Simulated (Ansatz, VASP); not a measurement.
**Ge: VASP beside Ansatz**

```xyz
4
Lattice="3.9370 0.0000 0.0000 -1.9685 3.4096 0.0000 0.0000 0.0000 6.3985" Properties=species:S:1:pos:R:3 pbc="T T T"
Ge    1.9685    1.1365    0.4025
Ge    0.0000    2.2730    3.6018
Ge    1.9685    1.1365    2.7967
Ge    0.0000    2.2730    5.9959
```

Change from the starting cell: strain -0.015 along x and y, -0.030 along z, atoms carried along.

Alike in both runs: task single point; functional PBEsol; k mesh 12 × 12 × 8; occupations gaussian, width 0.15 eV; no spin polarisation.

```csv
,VASP,Ansatz
version,VASP 6.6.1,Ansatz 0.2.0
potentials or method,"VASP PAW PBE potentials, release 64 (Ge_d), cutoff 520 eV","scalar-relativistic, plane waves, PAW"
valence electrons in the cell,56,56
```

```tsv
	VASP	Ansatz	Ansatz less VASP
gap on the k mesh at the Fermi level (eV)	none	none	-
pressure (GPa)	4.7	4.8	+0.11
traceless stress, the component that is largest in VASP (GPa)	2.22	2.23	+0.006
rms of the force components (eV/Å)	0.100	0.100	+0.0007
```

VASP's potentials were made for PBE, not for PBEsol. Atom by atom the forces differ by 0.001 eV/Å (rms over components). A gap of «none» marks a metal or a gap that the smearing closes.
